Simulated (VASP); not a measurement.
A run of VASP 6.6.1 is set up as follows.

Contents of INCAR:

```
SYSTEM = Cs3SiPt
PREC = Accurate
ENCUT = 520
EDIFF = 1E-7
ISMEAR = 0
SIGMA = 0.1
LREAL = .FALSE.
LASPH = .TRUE.
NELM = 100
ALGO = Fast
ISIF = 2
LWAVE = .FALSE.
LCHARG = .TRUE.
GGA = PE
LELF = .TRUE.
LVHAR = .TRUE.
NBANDS = 28
```

Contents of KPOINTS:

```
regular mesh
0
G
  4 4 4
  0 0 0
```

The input POSCAR:

```
Cs3SiPt
1.0
    6.3219816356      0.0000000000      0.0000000000
    0.0000000000      6.3219816356      0.0000000000
    0.0000000000      0.0000000000      7.7404538953
Cs Si Pt
3 1 1
Direct
    0.5000000000      0.5000000000      0.0490884453
    0.0000000000      0.5000000000      0.4552951131
    0.5000000000      0.0000000000      0.4552951131
    0.5000000000      0.5000000000      0.5572535191
    0.0000000000      0.0000000000      0.2509678094
```

Potentials or basis: VASP PAW PBE potentials, release 64 (Cs_sv, Si, Pt).

Launch:

```sh
$ cat potpaw_PBE.64/Cs_sv/POTCAR potpaw_PBE.64/Si/POTCAR potpaw_PBE.64/Pt/POTCAR > POTCAR
$ mpirun -np 1 vasp_std > vasp.out
```

Q: What does it give for the largest force?

A: 0.017 eV/Å.

Q: Predict the pressure.

A: 0.0 GPa.

Forces on the atoms (eV/Å):
```
Cs   0.000  0.000 -0.008
Cs   0.000  0.000  0.013
Cs   0.000  0.000  0.013
Si   0.000  0.000 -0.001
Pt   0.000  0.000 -0.017
```
